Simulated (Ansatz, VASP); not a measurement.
MgH2: VASP beside Ansatz

File INCAR:

```
SYSTEM = MgH2
PREC = Accurate
ENCUT = 840
EDIFF = 1E-7
ISMEAR = 0
SIGMA = 0.15
LREAL = .False.
LASPH = .True.
NELM = 120
ALGO = Normal
ISIF = 3
LWAVE = .False.
LCHARG = .False.
GGA = PE
IBRION = 2
NSW = 36
EDIFFG = -0.08
GGA_COMPAT = .False.
NELMIN = 4
```

File KPOINTS:

```
Automatic mesh
0
Gamma
  6 6 3
  0 0 0
```

The input POSCAR:

```
MgH2
1.0
    2.7560021200      0.0000000000      0.0000000000
   -1.3780010600      2.3867678500      0.0000000000
    0.0000000000      0.0000000000      4.5096874500
Mg H
1 2
Direct
    0.0000000000      0.0000000000      0.0000000000
    0.6666666700      0.3333333300      0.7528510100
    0.3333333300      0.6666666700      0.2471489900
```

Input for Ansatz:

```yaml
crystal:
  lattice:
    - [2.75600212, 0.0, 0.0]
    - [-1.37800106, 2.38676785, 0.0]
    - [0.0, 0.0, 4.50968745]
  atoms:
    - { symbol: Mg, position: [0.0, 0.0, 0.0] }
    - { symbol: H, position: [0.66666667, 0.33333333, 0.75285101] }
    - { symbol: H, position: [0.33333333, 0.66666667, 0.24714899] }
basis:
  ecutwfc: 420
kpoints:
  mp_grid: { grid: [6, 6, 3] }
hamiltonian:
  xc: pbe
scf:
  occupations: { method: gaussian, width: 0.15 }
  lower_state_search: "off"
output:
  forces: true
  stress: true
  eigenvalues: true
relax:
  adjacent_minimum: "off"
  f_tol: 0.08
  max_steps: 16
  cell: { stress_tol: 0.8 }
```

Change from the starting cell: species swapped into the CrSe2 type (P-3m1, No. 164).

Alike in both runs: task relaxation of cell and atoms; functional PBE; k mesh 6 × 6 × 3; occupations gaussian, width 0.15 eV; no spin polarisation.

|  | VASP | Ansatz |
| --- | --- | --- |
| version | VASP 6.6.1 | Ansatz 0.2.0 |
| potentials or method | VASP PAW PBE potentials, release 64 (Mg_sv, H), cutoff 840 eV | scalar-relativistic, plane waves, PAW |
| valence electrons in the cell | 12 | 12 |

|  | VASP | Ansatz | Ansatz less VASP |
| --- | --- | --- | --- |
| gap on the k mesh at the Fermi level, each at its own relaxed structure (eV) | 4.08 | 4.46 | +0.381 |
| relaxed volume (Å³/atom) | 11.04 | 12.08 | +1.036 |
| relaxed length of the cell vector where the two differ most in proportion (Å) | 4.251 | 4.607 | +0.3561 |

One of these differences is far larger than is usual between the two programs; its cause wasn't traced.

The k mesh is coarse, so the values compare programs but aren't converged.
